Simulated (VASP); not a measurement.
Si, 2 atoms in the cell. It takes space group P6_3/mmc (No. 194, hexagonal). Conventional cell: a = 2.460 Å, b = 2.460 Å, c = 4.179 Å, α = 90.00°, β = 90.00°, γ = 120.00°. Within 3.2 Å of Si (site symmetry -6m2) lie 12 Si at 2.46 to 2.53 Å. This isn't the form of Si at room conditions, which is diamond.

- Program: VASP 6.6.1
- Task: single point
- Functional: PBE
- Potentials or basis: VASP PAW PBE potentials, release 64 (Si)
- Cutoff: 500 eV
- k mesh: 13 × 13 × 7
- Occupations: methfessel-paxton, width 0.1 eV
- Spin: no spin polarisation
- Dipole correction: no
- Further INCAR settings: ALGO = Normal; EDIFF = 1e-06; NBANDS = 11

Potentials or basis: VASP PAW PBE potentials, release 64 (Si).

The run is started by

```bash
$ cat potpaw_PBE.64/Si/POTCAR > POTCAR
$ mpirun -np 1 vasp_std > vasp.out
```

Hardware: 1 thread of Intel(R) Xeon(R) Platinum 8375C CPU @ 2.90GHz (Ice Lake), on a shared host.

Q: Estimate the wall time of this run.

A: Wall time 9.5 s on 1 thread of Intel(R) Xeon(R) Platinum 8375C CPU @ 2.90GHz (Ice Lake), with other jobs on the host, peak memory 0.13 GiB. Counts: scf iterations 10, k points 84.
